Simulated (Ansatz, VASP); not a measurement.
**NiO in VASP and in Ansatz**

INCAR

```
SYSTEM = NiO
PREC = Accurate
ENCUT = 520
EDIFF = 1E-6
ISMEAR = 0
SIGMA = 0.05
LREAL = .False.
LASPH = .True.
NELM = 150
ALGO = Normal
ISIF = 2
LWAVE = .False.
LCHARG = .False.
ISPIN = 2
MAGMOM = 1.57 -1.57 -0.11 0.11
LORBIT = 11
LMAXMIX = 4
LDAU = .True.
LDAUTYPE = 2
LDAUL = 2 -1
LDAUU = 1 0
LDAUJ = 0 0
LDAUPRINT = 1
GGA = PS
NBANDS = 28
```

The input KPOINTS:

```
regular mesh
0
Gamma
  8 8 8
  0 0 0
```

Contents of POSCAR:

```
NiO
1.0
    0.0000000000      2.0913095100      2.0913095100
    4.1826190200      2.0913095100      2.0913095100
    4.1826190200      4.1826190200      0.0000000000
Ni O
2 2
Direct
    0.0000000000      0.0000000000      0.0000000000
    0.0000000000      0.0000000000      0.5000000000
    0.5000000000      0.5000000000      0.0000000000
    0.5000000000      0.5000000000      0.5000000000
```

Input for Ansatz:

```yaml
crystal:
  lattice:
    - [0.0, 2.09130951, 2.09130951]
    - [4.18261902, 2.09130951, 2.09130951]
    - [4.18261902, 4.18261902, 0.0]
  atoms:
    - { symbol: Ni, position: [0.0, 0.0, 0.0], spin: 1.55 }
    - { symbol: O, position: [0.5, 0.5, 0.0] }
    - { symbol: Ni, position: [0.0, 0.0, 0.5], spin: -0.62 }
    - { symbol: O, position: [0.5, 0.5, 0.5] }
basis:
  ecutwfc: 420
  ecutrho_ratio: 4
kpoints:
  mp_grid: { grid: [8, 8, 8] }
hamiltonian:
  xc: pbesol
  hubbard:
    sites: [{ site: 0, l: d, u_eff: 1.0 }, { site: 2, l: d, u_eff: 1.0 }]
scf:
  occupations: { method: gaussian, width: 0.05 }
  lower_state_search: "off"
  max_iter: 150
output:
  forces: true
  stress: true
  eigenvalues: true
  populations: true
  hubbard: { sites: [{ site: 0, l: d }, { site: 2, l: d }] }
magnetization:
  spin_polarized: true
  spin_locking: { lock_spins: true, n_iters: 12 }
```

Alike in both runs: task single point; functional PBEsol; k mesh 8 × 8 × 8; occupations gaussian, width 0.05 eV; collinear spin; Hubbard terms Ni d U = 1.0 eV.

```csv
,VASP,Ansatz
version,VASP 6.6.1,Ansatz 0.2.0
potentials or method,"VASP PAW PBE potentials, release 64 (Ni, O), cutoff 520 eV","scalar-relativistic, plane waves, PAW"
valence electrons in the cell,32,48
```

|  | VASP | Ansatz | Ansatz less VASP |
| --- | --- | --- | --- |
| gap on the k mesh at the Fermi level (eV) | none | none | - |
| pressure (GPa) | -4.1 | -2.3 | +1.78 |
| net moment per atom (μB) | 0.00 | 0.00 | 0.000 |
| size of the moment on the site where the two differ most (μB) | 1.62 | 1.57 | -0.044 |

VASP's potentials were made for PBE, not for PBEsol. Site moments also hang on the region over which each program counts them. The programs project onto different local orbitals, so the same U acts differently, and such runs can settle in different states. A gap of «none» marks a metal or a gap that the smearing closes. VASP's potentials hold 32 valence electrons a cell and Ansatz's 48, so a difference there can come from the potentials and not from the codes. Ansatz's warnings: filled band counts differ across k points, stress scf threshold loose.
